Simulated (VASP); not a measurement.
# TaN (P-6m2) in VASP: single point with LDA

Aim: the single point of TaN with LDA.

Everything below comes from runs of VASP 6.6.1. Logs are shortened: lines on timing, memory, paths and dates and some standing lists are left out, and cuts for length are marked.

### 1 The cell of the first run

It takes space group P-6m2 (No. 187, hexagonal). Conventional cell: a = 2.938 Å, b = 2.938 Å, c = 2.883 Å, α = 90.00°, β = 90.00°, γ = 120.00°. Within 3.0 Å of Ta (site symmetry -6m2) lie 6 N at 2.23 Å and 8 Ta at 2.88 to 2.94 Å. Within 3.0 Å of N (site symmetry -6m2) lie 6 Ta at 2.23 Å and 8 N at 2.88 to 2.94 Å.

### 2 Single point, LDA

The input, INCAR:

```
SYSTEM = TaN
ALGO = Normal
EDIFF = 1E-6
ENCUT = 700
GGA_COMPAT = .False.
ISIF = 2
ISMEAR = 0
LASPH = .True.
LCHARG = .True.
LELF = .True.
LREAL = .False.
LVHAR = .True.
LWAVE = .False.
NBANDS = 16
NELM = 120
PREC = Accurate
SIGMA = 0.1
```

The input, KPOINTS:

```
k-points
0
Gamma
  6 6 6
  0 0 0
```

The input, POSCAR:

```
TaN
1.0
    2.9379988584      0.0000000000      0.0000000000
   -1.4689994292      2.5443816477      0.0000000000
    0.0000000000      0.0000000000      2.8830000000
Ta N
1 1
Direct
    0.3333333333      0.6666666667      0.5000000000
    0.0000000000      0.0000000000      0.0000000000
```

Potentials or basis: VASP PAW LDA potentials, release 64 (Ta_sv_GW, N).

Command:

```console
> cat potpaw_LDA.64/Ta_sv_GW/POTCAR potpaw_LDA.64/N/POTCAR > POTCAR
> mpirun -np 1 vasp_std > vasp.out
```

OUTCAR:

```text
SYSTEM = TaN
   EDIFF = 1E-6
   ENCUT = 700
   ISIF = 2
   ISMEAR = 0
   LASPH = .True.
   LREAL = .False.
   NELM = 120
   PREC = Accurate

 ion  position               nearest neighbor table
   1  0.333  0.667  0.500-   2 2.23   2 2.23   2 2.23   2 2.23   2 2.23   2 2.23
   2  0.000  0.000  0.000-   1 2.23   1 2.23   1 2.23   1 2.23   1 2.23   1 2.23

  LATTYP: Found a hexagonal cell.
 ALAT       =     2.9379988584
 C/A-ratio  =     0.9812801635

  Lattice vectors:

 A1 = (   2.9379988584,   0.0000000000,   0.0000000000)
 A2 = (  -1.4689994292,   2.5443816477,   0.0000000000)
 A3 = (   0.0000000000,   0.0000000000,   2.8830000000)

Analysis of symmetry for initial positions (statically):
=====================================================================
 Subroutine PRICEL returns:
 Original cell was already a primitive cell.

 Routine SETGRP: Setting up the symmetry group for a
 hexagonal supercell.

 Subroutine GETGRP returns: Found 12 space group operations
 (whereof 12 operations were pure point group operations)
 out of a pool of 24 trial point group operations.

The static configuration has the point symmetry D_3h.

Analysis of symmetry for dynamics (positions and initial velocities):
=====================================================================
 Subroutine PRICEL returns:
 Original cell was already a primitive cell.

 Routine SETGRP: Setting up the symmetry group for a
 hexagonal supercell.

 Subroutine GETGRP returns: Found 12 space group operations
 (whereof 12 operations were pure point group operations)
 out of a pool of 24 trial point group operations.

The dynamic configuration has the point symmetry D_3h.

 Subroutine INISYM returns: Found 12 space group operations
 (whereof 12 operations are pure point group operations),
 and found     1 'primitive' translations

----------------------------------------------------------------------------------------

                                     Primitive cell

  volume of cell :      21.5516

  direct lattice vectors                    reciprocal lattice vectors
     2.937998858  0.000000000  0.000000000     0.340367729  0.196511400  0.000000000
    -1.468999429  2.544381648  0.000000000     0.000000000  0.393022800  0.000000000
     0.000000000  0.000000000  2.883000000     0.000000000  0.000000000  0.346860909

  length of vectors
     2.937998858  2.937998858  2.883000000     0.393022800  0.393022800  0.346860909

  position of ions in fractional coordinates (direct lattice)
     0.333333333  0.666666667  0.500000000
[... 79 lines left out ...]
   LREAL  =      F    real-space projection
   EDIFFG = 0.1E-04   stopping-criterion for IOM
   NSW    =      0    number of steps for IOM
   IBRION =     -1    ionic relax: 0-MD 1-quasi-New 2-CG
   NFREE  =      0    steps in history (QN), initial steepest desc. (CG)
   ISIF   =      2    stress and relaxation
   ISYM   =      2    0-nonsym 1-usesym 2-fastsym
   POTIM  = 0.5000    time-step for ionic-motion
   TEBEG  =    0.0;   TEEND  =   0.0 temperature during run
   PSTRESS=    0.0 pullay stress
   NELECT =      18.0000    total number of electrons
   NUPDOWN=      -1.0000    fix difference up-down
   EMIN   =  10.00;   EMAX   =-10.00  energy-range for DOS
   EFERMI =   0.00;   METHOD = LEGACY
   ISMEAR =     0;   SIGMA  =   0.10  broadening in eV -4-tet -1-fermi 0-gaus
   EFERMI_NEDOS =   21; number of points for ismear=-14 and -15
   IALGO  =     38    algorithm
   IMIX   =      4    mixing-type and parameters
     AMIX     =   0.40;   BMIX     =  1.00
     AMIX_MAG =   1.60;   BMIX_MAG =  1.00
  volume/ion in A,a.u.               =      10.78        72.72
  Fermi-wavevector in a.u.,A,eV,Ry     =   1.541722  2.913433 32.339793  2.376908
  Thomas-Fermi vector in A             =   2.647628
   LORBIT       =      0    0 simple, 1 ext, 2 COOP (PROOUT), +10 PAW based schemes
   GGA     = CA    functional components
   LHFCALC =     F    Hartree Fock is set to
   AEXX    =    0.0000 exact exchange contribution
   IVDW    =     0    specifies the selected vdW correction
   LEPSILON=     F    determine dielectric tensor
   LRPA    =     F    only Hartree local field effects (RPA)
 non-spin polarized calculation
 Gauss-broadening in eV      SIGMA  =   0.10
  energy-cutoff  :      700.00
  volume of cell :       21.55
 maximum number of plane-waves:       922
 NGX is ok and might be reduce to    28
   NGX = 13   NGY = 13   NGZ = 13

 number of electron      17.9999999 magnetization

 Free energy of the ion-electron system (eV)
  ---------------------------------------------------
  ext. energy  EPLUGINS =         0.00000000
  ---------------------------------------------------
  free energy    TOTEN  =       -27.21186783 eV

  energy without entropy =      -27.21037994  energy(sigma->0) =      -27.21112388

 E-fermi :  12.3088     XC(G=0): -13.9761

 val. band max:       12.2760386593   @ k =   0.3333   0.3333   0.0000
 cond. band min:      12.3247562143   @ k =   0.0000   0.0000   0.3333
 fundamental gap:      0.0487175550
 Fermi energy:        12.3088075804

 k-point     1 :       0.0000    0.0000    0.0000
  band No.  band energies     occupation
      1     -55.9741      2.00000
      2     -22.4959      2.00000
      3     -22.2261      2.00000
      4     -22.2261      2.00000
      5      -5.3867      2.00000
      6       7.5864      2.00000
[... 433 lines left out ...]
      3     -22.8759      2.00000
      4     -22.3090      2.00000
      5      -3.2091      2.00000
      6       4.6760      2.00000
[... 8 lines left out ...]
     15      24.4593      0.00000
     16      26.8265      0.00000

 [... further k-points ...]

------------------------ aborting loop because EDIFF is reached ----------------------------------------

  FORCE on cell =-STRESS in cart. coord.  units (eV):
  Direction    XX          YY          ZZ          XY          YZ          ZX
  --------------------------------------------------------------------------------------
  -------------------------------------------------------------------------------------
  Total       -1.3535083     -1.3535083     -1.5543984      0.0000000     -0.0000000      0.0000000
  in kB     -100.6220130   -100.6220130   -115.5565077      0.0000000     -0.0000000      0.0000000
  external PRESSURE =    -105.6001779 kB  Pullay stress =       0.0000000 kB

 VOLUME and BASIS-vectors are now :
 -----------------------------------------------------------------------------
  energy-cutoff  :      700.00
  volume of cell :       21.55
      direct lattice vectors                 reciprocal lattice vectors
     2.937998858  0.000000000  0.000000000     0.340367729  0.196511400  0.000000000
    -1.468999429  2.544381648  0.000000000     0.000000000  0.393022800  0.000000000
     0.000000000  0.000000000  2.883000000     0.000000000  0.000000000  0.346860909

 POSITION                                       TOTAL-FORCE (eV/Angst)
 -----------------------------------------------------------------------------------
     -0.00000      1.69625      1.44150        -0.000000      0.000000      0.000000
      0.00000      0.00000      0.00000         0.000000     -0.000000      0.000000
 -----------------------------------------------------------------------------------
    total drift:                                0.000000     -0.000000     -0.000000

  FREE ENERGIE OF THE ION-ELECTRON SYSTEM (eV)
  ---------------------------------------------------
  free  energy   TOTEN  =       -27.2118678259 eV

  energy  without entropy=      -27.2103799352  energy(sigma->0) =      -27.21112388
```

stdout:

```text
POSCAR found type information on POSCAR TaN
 POSCAR found :  2 types and       2 ions
 scaLAPACK will be used
 LDA part: xc-table for (Slater(with rela. corr.)+CA(PZ))
 , standard interpolation
 POSCAR, INCAR and KPOINTS ok, starting setup
 FFT: planning ... GRIDC
 FFT: planning ... GRID_SOFT
 FFT: planning ... GRID
 WAVECAR not read
 entering main loop
```

Run time: 13 s. Hardware: 1 thread of AMD EPYC 7R13 (Zen 3), shared host; peak memory 0.13 GiB.

Results:

```
Free energy            : -27.2119 eV
Pressure               : -10.6 GPa
Band gap on the k mesh : zero (bands 9 and 10 overlap by 0.30 eV)
```

Stress tensor (GPa, compression positive):
```
-10.06   0.00   0.00
  0.00 -10.06   0.00
  0.00   0.00 -11.56
```

Levels at points of the mesh, in eV from the Fermi level:
```
           k point  band 6  band 7  band 8  band 9  band 10  band 11  band 12  band 13
(0.00, 0.00, 0.00)   -4.72   -4.72   -4.37   -3.06     2.17     3.39     3.39     3.76
(0.50, 0.00, 0.00)   -8.41   -5.36   -3.65   -3.31     2.77     3.85     4.99     5.10
(0.00, 0.00, 0.50)   -9.47   -3.91   -3.91   -0.29    -0.29     2.24     3.09     3.09
(0.50, 0.00, 0.50)   -7.46   -6.31   -5.86   -0.45     4.01     5.16     5.87     6.86
```

Caveat: the k points lie up to 0.41 Å⁻¹ apart; spin-orbit coupling is left out, which moves the levels of the heavy elements.

The gap in the log of VASP goes by the Fermi energy; the results here count the filled bands.